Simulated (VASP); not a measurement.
Li2YCo3: single point with r2SCAN

Crystal: Li2YCo3.

```
Co Y Li
1.0
     2.44058    4.22721    0.00000
    -2.44058    4.22721    0.00000
     0.00000    0.00000    4.10189
Co Y Li
3 1 2
Direct
  0.49998 0.50002 0.50000
  0.49998 0.00002 0.50000
  0.99998 0.50002 0.50000
  0.99998 0.00002 0.00000
  0.33332 0.33335 0.00000
  0.66665 0.66668 0.00000
```

```yaml
Program: VASP 6.6.1
Task: single point
Functional: r2SCAN
Potentials_or_basis: VASP PAW PBE potentials, release 64 (Co, Y_sv, Li_sv)
Cutoff: 520 eV
k_mesh: 4 × 4 × 6
Occupations: methfessel-paxton, width 0.1629 eV
Spin: collinear spin, ferrimagnetic start
Starting_moments: "[1.5, 1.5, 1.5, -0.4, 0.0, 0.0] μB"
Dipole_correction: no
Further_INCAR_settings: ALGO = Normal; EDIFF = 1e-06; NBANDS = 35
```

```
Net moment                                            : 3.25 μB per cell
Site moments                                          : Co +1.57; Y -0.52; Li -0.03 μB
Valence electrons inside the program's atomic spheres : Co 8.18; Y 9.49; Li 2.11
```

Levels at points of the mesh, in eV from the Fermi level:
Spin up:
```
           k point  band 21  band 22  band 23  band 24  band 25  band 26
(0.00, 0.00, 0.00)    -1.61    -0.50     1.15     1.26     1.26     1.58
(0.50, 0.00, 0.00)    -2.40    -1.84    -1.76     0.22     1.23     1.50
(0.00, 0.00, 0.50)    -1.60    -1.60    -0.50    -0.13    -0.12     0.52
(0.50, 0.00, 0.50)    -1.92    -1.83    -1.73    -0.42    -0.02     1.23
```
Spin down:
| k point | band 17 | band 18 | band 19 | band 20 | band 21 | band 22 | band 23 | band 24 | band 25 | band 26 |
| --- | --- | --- | --- | --- | --- | --- | --- | --- | --- | --- |
| (0.00, 0.00, 0.00) | 0.25 | 0.43 | 1.03 | 1.13 | 1.13 | 1.28 | 1.35 | 1.35 | 1.61 | 1.61 |
| (0.50, 0.00, 0.00) | -1.23 | -1.19 | -0.93 | -0.34 | -0.29 | 0.86 | 1.04 | 1.26 | 1.64 | 2.07 |
| (0.00, 0.00, 0.50) | -0.75 | -0.39 | -0.39 | -0.14 | -0.14 | 0.20 | 0.73 | 1.16 | 1.17 | 1.28 |
| (0.50, 0.00, 0.50) | -1.13 | -0.84 | -0.62 | -0.47 | -0.41 | 0.58 | 0.91 | 0.93 | 1.19 | 1.86 |

Wall time 12 min on 1 thread of Intel Xeon 8259CL (shared host), peak memory 0.31 GiB.

Caveat: the k points lie up to 0.37 Å⁻¹ apart.
